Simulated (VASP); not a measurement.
Write the native input for VASP 6.6.1 that does the following.

```yaml
Task: single point
Functional: PBE-based screened hybrid
Potentials_or_basis: VASP PAW PBE potentials, release 64 (Se)
Cutoff: 520 eV
k_mesh: 4 × 4 × 3
Occupations: fermi-dirac, width 0.05 eV
Spin: no spin polarisation
Dipole_correction: no
Grid_for_exact_exchange_PRECFOCK: Normal
Share_of_exact_exchange: 0.25
Further_INCAR_settings: ALGO = Normal; EDIFF = 1e-06; NBANDS = 16
Screening_parameter: 0.3 1/Å
```

Se:

```
CELL_PARAMETERS angstrom
4.36620 0.00000 0.00000
-2.18310 3.78124 0.00000
0.00000 0.00000 4.95360
ATOMIC_POSITIONS crystal
Se 0.77460 0.77460 0.00000
Se 0.00000 0.22540 0.66667
Se 0.22540 0.00000 0.33333
```

These files were run (other wordings do the same):

POSCAR

```
Se
1.0
    4.3662000000      0.0000000000      0.0000000000
   -2.1831000000      3.7812401180      0.0000000000
    0.0000000000      0.0000000000      4.9536000000
Se
3
Direct
    0.7746000000      0.7746000000      0.0000000000
    0.0000000000      0.2254000000      0.6666666667
    0.2254000000      0.0000000000      0.3333333333
```

INCAR.step1

```
ALGO = Normal ; EDIFF = 1E-5
ENCUT = 520 ; GGA = PE
ISIF = 2 ; ISMEAR = -1
LASPH = True ; LCHARG = False
LREAL = False ; LWAVE = True
NBANDS = 16 ; NELM = 100
PREC = Accurate ; SIGMA = 0.05
```

INCAR.step2

```
AEXX = 0.25 ; ALGO = Normal
EDIFF = 1E-6 ; ENCUT = 520
GGA = PE ; HFSCREEN = 0.3
ISIF = 2 ; ISMEAR = -1
ISTART = 1 ; LASPH = True
LCHARG = False ; LHFCALC = True
LREAL = False ; LWAVE = False
NBANDS = 16 ; NELM = 100
PREC = Accurate ; PRECFOCK = Normal
SIGMA = 0.05
```

KPOINTS

```
k-points
0
Gamma
  4 4 3
```

Potentials or basis: VASP PAW PBE potentials, release 64 (Se).

Run with:

```bash
$ cat potpaw_PBE.64/Se/POTCAR > POTCAR
$ cp INCAR.step1 INCAR
$ mpirun -np 1 vasp_std > vasp.out
$ cp INCAR.step2 INCAR
$ mpirun -np 1 vasp_std > vasp.out
```

It gave:

```yaml
Pressure: 0.7 GPa
Largest_force: 0.149 eV/Å
Band_gap_on_the_k_mesh: 2.23 eV, indirect (least direct gap 2.62 eV)
```

Caveat: the k points lie up to 0.42 Å⁻¹ apart; the PAW data sets were made with another functional, which shifts forces and pressure a little.

Run time: 7.1 min on 1 thread of Intel(R) Xeon(R) Platinum 8559C (Emerald Rapids) (shared host), peak memory 0.3 GiB.
